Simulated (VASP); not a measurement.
Set up this calculation in VASP 6.6.1, as the native input.

```
Task                   : single point
Functional             : PBE
Potentials or basis    : VASP PAW PBE potentials, release 64 (Ti_sv, O)
Cutoff                 : 520 eV
k mesh                 : 8 × 8 × 6
Occupations            : fermi-dirac, width 0.05 eV
Spin                   : no spin polarisation
Hubbard terms          : Ti d U = 1.0 eV
Dipole correction      : no
Further INCAR settings : ALGO = Normal; EDIFF = 1e-06; NBANDS = 33
```

The structure of TiO2 lies in POSCAR:

```
TiO2
1.0
    2.7060340000     -2.7066550000      0.0000000000
    2.7060340000      2.7066550000      0.0000000000
   -2.6335310000      0.0000000000      4.7966370000
Ti O
2 4
Direct
    0.8658900000      0.1341100000      0.7500000000
    0.1341100000      0.8658900000      0.2500000000
    0.0887550000      0.3312210000      0.1671490000
    0.9112450000      0.6687790000      0.8328510000
    0.6687790000      0.9112450000      0.3328510000
    0.3312210000      0.0887550000      0.6671490000
```

These files were run (other wordings do the same):

INCAR

```
PREC = Accurate
ENCUT = 520
EDIFF = 1E-6
ISMEAR = -1
SIGMA = 0.05
LREAL = F
LASPH = T
NELM = 150
ALGO = Normal
ISIF = 2
LWAVE = F
LCHARG = F
LMAXMIX = 4
LDAU = T
LDAUTYPE = 2
LDAUL = 2 -1
LDAUU = 1 0
LDAUJ = 0 0
LDAUPRINT = 1
GGA = PE
NBANDS = 33
```

KPOINTS

```
regular mesh
0
Gamma
  8 8 6
```

Potentials or basis: VASP PAW PBE potentials, release 64 (Ti_sv, O).

Run with:

```sh
$ cat potpaw_PBE.64/Ti_sv/POTCAR potpaw_PBE.64/O/POTCAR > POTCAR
$ mpirun -np 1 vasp_std > vasp.out
```

Results of the run:

```json
{"Pressure": "0.7 GPa", "Largest force": "0.110 eV/Å", "Band gap on the k mesh": "2.18 eV (least direct gap 2.53 eV)"}
```

It took 110 s on 1 thread of Intel(R) Xeon(R) 6975P-C (Granite Rapids), with other jobs on the host, peak memory 0.32 GiB.
